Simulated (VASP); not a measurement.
# Mg (P-1) in VASP: further runs

The runs below take Mg through electric field gradients, with LDA.

All numbers are computed with VASP 6.6.1; they aren't measurements. Logs are shortened: lines on timing, memory, paths and dates and some standing lists are left out, and cuts for length are marked.

### Step 1. The cell of the first run

The typed cell holds 2 atoms: a = 3.210 Å, b = 3.237 Å, c = 5.211 Å, α = 90.41°, β = 91.14°, γ = 120.85°.

### Step 2. Electric field gradients, LDA (equal xy, yz and zx shear strains of -2 %)

INCAR

```
PREC     = Accurate       # precision mode
ENCUT    = 520            # plane-wave cutoff, eV
EDIFF    = 1E-8           # SCF threshold, eV
ISMEAR   = -1             # smearing method
SIGMA    = 0.05           # smearing width, eV
LREAL    = False          # projectors in reciprocal space
LASPH    = True           # aspherical terms in the spheres
NELM     = 100            # most SCF steps
ALGO     = Normal         # electronic algorithm
ISIF     = 2              # what is computed and relaxed
LWAVE    = False          # write WAVECAR
LCHARG   = False          # write CHGCAR
LEFG     = True         
NBANDS   = 9              # bands
```

KPOINTS

```
Automatic mesh
0
Gamma
  12 12 7
```

POSCAR

```
Mg
1.0
    3.2092715325     -0.0320927153     -0.0320927153
   -1.6324288730      2.7953570325     -0.0117467491
   -0.0521033000     -0.0521033000      5.2103300000
Mg
2
Direct
    0.3333333333      0.6666666667      0.2500000000
    0.6666666667      0.3333333333      0.7500000000
```

Potentials or basis: VASP PAW LDA potentials, release 64 (Mg).

On the command line:

```console
> cat potpaw_LDA.64/Mg/POTCAR > POTCAR
> mpirun -np 1 vasp_std > vasp.out
```

OUTCAR:

```text
PREC = Accurate
   ENCUT = 520
   EDIFF = 1E-8
   ISMEAR = -1
   LREAL = False
   LASPH = True
   NELM = 100
   ISIF = 2

 ion  position               nearest neighbor table
   1  0.333  0.667  0.250-   2 3.15   2 3.17   2 3.20   2 3.22   2 3.23   2 3.23
   2  0.667  0.333  0.750-   1 3.15   1 3.17   1 3.20   1 3.22   1 3.23   1 3.23

  LATTYP: Found a triclinic cell.
 ALAT       =     3.1818209186
 B/A-ratio  =     1.0087281861
 C/A-ratio  =     1.6376946221
 COS(alpha) =     0.0198960208
 COS(beta)  =     0.0274156886
 COS(gamma) =     0.4869832429

  Lattice vectors:

 A1 = (   1.5768426595,   2.7632643172,  -0.0438394644)
 A2 = (   3.2092715325,  -0.0320927153,  -0.0320927153)
 A3 = (   0.0521033000,   0.0521033000,  -5.2103300000)

Analysis of symmetry for initial positions (statically):
=====================================================================
 Subroutine PRICEL returns:
 Original cell was already a primitive cell.

 Routine SETGRP: Setting up the symmetry group for a
 triclinic supercell.

 Subroutine GETGRP returns: Found  2 space group operations
 (whereof  2 operations were pure point group operations)
 out of a pool of  2 trial point group operations.

The static configuration has the point symmetry S_2 .

Analysis of symmetry for dynamics (positions and initial velocities):
=====================================================================
 Subroutine PRICEL returns:
 Original cell was already a primitive cell.

 Routine SETGRP: Setting up the symmetry group for a
 triclinic supercell.

 Subroutine GETGRP returns: Found  2 space group operations
 (whereof  2 operations were pure point group operations)
 out of a pool of  2 trial point group operations.

The dynamic configuration has the point symmetry S_2 .

 Subroutine INISYM returns: Found  2 space group operations
 (whereof  2 operations are pure point group operations),
 and found     1 'primitive' translations

----------------------------------------------------------------------------------------

                                     Primitive cell

  volume of cell :      46.4598

  direct lattice vectors                    reciprocal lattice vectors
     3.209271532 -0.032092715 -0.032092715     0.313477701  0.183085156  0.004965629
[... 130 lines left out ...]

  energy without entropy =       -3.57976177  energy(sigma->0) =       -3.58372334

 E-fermi :   2.3618     XC(G=0):  -8.6415

 val. band max:        2.3612237390   @ k =  -0.3333   0.0833   0.0000
 cond. band min:       2.3639314915   @ k =   0.2500   0.0833   0.0000
 fundamental gap:      0.0027077526
 Fermi energy:         2.3617801125

 k-point     1 :       0.0000    0.0000    0.0000
  band No.  band energies     occupation
      1      -4.4601      2.00000
      2       0.7806      2.00000
      3       1.1332      2.00000
      4      13.0152      0.00000
      5      13.0504      0.00000
      6      13.4235      0.00000
      7      13.4565      0.00000
      8      14.2008      0.00000
      9      15.6836      0.00000
[... 265 lines left out ...]
 k-point    24 :       0.3333    0.1667    0.0000
  band No.  band energies     occupation
      1      -0.6661      2.00000
      2       2.3585      1.03290
      3       4.2197      0.00000
      4       4.6891      0.00000
      5       5.6734      0.00000
      6       7.2495      0.00000
      7       8.3532      0.00000
      8      10.1742      0.00000
      9      11.0135      0.00000

 [... further k-points ...]

------------------------ aborting loop because EDIFF is reached ----------------------------------------

  FORCE on cell =-STRESS in cart. coord.  units (eV):
  Direction    XX          YY          ZZ          XY          YZ          ZX
  --------------------------------------------------------------------------------------
  -------------------------------------------------------------------------------------
  Total       -0.7393591     -0.7445956     -0.9361628      0.0624768      0.0927905      0.0885497
  in kB      -25.4969580    -25.6775421    -32.2837778      2.1545246      3.1998992      3.0536567
  external PRESSURE =     -27.8194259 kB  Pullay stress =       0.0000000 kB

 VOLUME and BASIS-vectors are now :
 -----------------------------------------------------------------------------
  energy-cutoff  :      520.00
  volume of cell :       46.46
      direct lattice vectors                 reciprocal lattice vectors
     3.209271532 -0.032092715 -0.032092715     0.313477701  0.183085156  0.004965629
    -1.632428873  2.795357033 -0.011746749     0.003635092  0.359874148  0.003635092
    -0.052103300 -0.052103300  5.210330000     0.001939042  0.001939042  0.191965204

 POSITION                                       TOTAL-FORCE (eV/Angst)
 -----------------------------------------------------------------------------------
     -0.03155      1.83985      1.28405         0.015642      0.000487      0.002228
      1.55629      0.87131      3.88244        -0.015642     -0.000487     -0.002228
 -----------------------------------------------------------------------------------
    total drift:                                0.000000     -0.000000     -0.000000

  FREE ENERGIE OF THE ION-ELECTRON SYSTEM (eV)
  ---------------------------------------------------
  free  energy   TOTEN  =        -3.5876849133 eV

  energy  without entropy=       -3.5797617702  energy(sigma->0) =       -3.58372334

 Electric field gradients (V/A^2)
---------------------------------------------------------------------
 ion       V_xx      V_yy      V_zz      V_xy      V_xz      V_yz
---------------------------------------------------------------------
   1      -0.457    -0.474     0.931    -0.422    -0.460    -0.452
   2      -0.457    -0.474     0.931    -0.422    -0.460    -0.452
---------------------------------------------------------------------

 Electric field gradients after diagonalization (V/A^2)
 (convention: |V_zz| > |V_xx| > |V_yy|)
----------------------------------------------------------------------
 ion       V_xx      V_yy      V_zz     asymmetry (V_yy - V_xx)/ V_zz
----------------------------------------------------------------------
   1      -1.093    -0.044     1.137       0.923
   2      -1.093    -0.044     1.137       0.923
----------------------------------------------------------------------

           NMR quadrupolar parameters

 Cq : quadrupolar parameter    Cq=e*Q*V_zz/h
 eta: asymmetry parameters     (V_yy - V_xx)/ V_zz
 Q  : nuclear electric quadrupole moment in mb (millibarn)
----------------------------------------------------------------------
 ion       Cq(MHz)       eta       Q (mb)
----------------------------------------------------------------------
   1       0.003       0.923       1.000
   2       0.003       0.923       1.000
----------------------------------------------------------------------
```

Wall time 36 s (1 thread of Intel Xeon 6975P-C (Granite Rapids), shared host); peak memory 0.3 GiB.

Results:

```
Free energy                             : -3.5877 eV
Pressure                                : -2.8 GPa
Largest force                           : 0.016 eV/Å
Band gap on the k mesh                  : zero (bands 2 and 3 overlap by 2.29 eV)
Largest electric field gradient by atom : Mg +1.1 V/Å²
```

Forces in eV/Å, atoms in the order of the input:
```
Mg   0.016  0.000  0.002
Mg  -0.016  0.000 -0.002
```

Electric field gradients, principal values (V/Å²):
| atom | least | middle | greatest (by size) |
| --- | --- | --- | --- |
| 1 Mg | -0.044 | -1.093 | 1.137 |
| 2 Mg | -0.044 | -1.093 | 1.137 |

Caveat: the cell differs from its parent crystal (equal xy, yz and zx shear strains of -2 %); without QUAD_EFG the Cq values of the log hold for a quadrupole moment of 1 mb, not for the nuclei.

(Continued in part 2 of 2.)
